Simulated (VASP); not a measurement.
Input of a VASP 6.6.1 run:

Contents of INCAR:

```
SYSTEM = Na
PREC = Accurate
ENCUT = 520
EDIFF = 1E-6
ISMEAR = 0
SIGMA = 0.15
LREAL = .False.
LASPH = .True.
NELM = 100
ALGO = Fast
ISIF = 2
LWAVE = .False.
LCHARG = .True.
GGA = CA
LELF = .True.
LVHAR = .True.
NBANDS = 10
```

Contents of KPOINTS:

```
Automatic mesh
0
Gamma
  18 18 18
  0 0 0
```

POSCAR

```
Na
1.0
   -2.0512843058      2.0512843058      2.2564127364
    2.0512843058     -2.0512843058      2.2564127364
    2.0512843058      2.0512843058     -2.2564127364
Na
1
Direct
    0.0000000000      0.0000000000      0.0000000000
```

Potentials or basis: VASP PAW LDA potentials, release 64 (Na_pv).

The run is started by

```sh
$ cat potpaw_LDA.64/Na_pv/POTCAR > POTCAR
$ mpirun -np 1 vasp_std > vasp.out
```

Question: Predict the pressure.

Answer: -1.1 GPa.
